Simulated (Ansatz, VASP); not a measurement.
# Sn4Se in VASP and in Ansatz

```xyz
10
Lattice="0.0000 5.3455 5.3455 5.3455 0.0000 5.3455 5.3455 5.3455 0.0000" Properties=species:S:1:pos:R:3 pbc="T T T"
Sn    3.5270    3.5270    3.5270
Sn    1.8185    1.8185    3.5270
Sn    1.8185    3.5270    1.8185
Sn    3.5270    1.8185    1.8185
Sn    6.1998    6.1998    9.8368
Sn    9.8368    9.8368    9.8368
Sn    6.1998    9.8368    6.1998
Sn    9.8368    6.1998    6.1998
Se    8.0183    8.0183    8.0183
Se    5.3455    5.3455    5.3455
```

Alike in both runs: task relaxation of cell and atoms; functional PBE; k mesh 4 × 4 × 4; occupations gaussian, width 0.1 eV; no spin polarisation.

|  | VASP | Ansatz |
| --- | --- | --- |
| version | VASP 6.6.1 | Ansatz 0.2.0 |
| potentials or method | VASP PAW PBE potentials, release 64 (Sn_d, Se), cutoff 600 eV | scalar-relativistic, plane waves, PAW |
| valence electrons in the cell | 124 | 144 |

```tsv
	VASP	Ansatz	Ansatz less VASP
gap on the k mesh at the Fermi level, each at its own relaxed structure (eV)	none	none	-
relaxed volume (Å³/atom)	32.01	32.13	+0.112
relaxed cell length with the largest relative difference (Å)	7.679	7.688	+0.0089
```

A gap of «none» marks a metal or a gap that the smearing closes. VASP's potentials hold 124 valence electrons a cell and Ansatz's 144, so a difference there can come from the potentials and not from the codes.
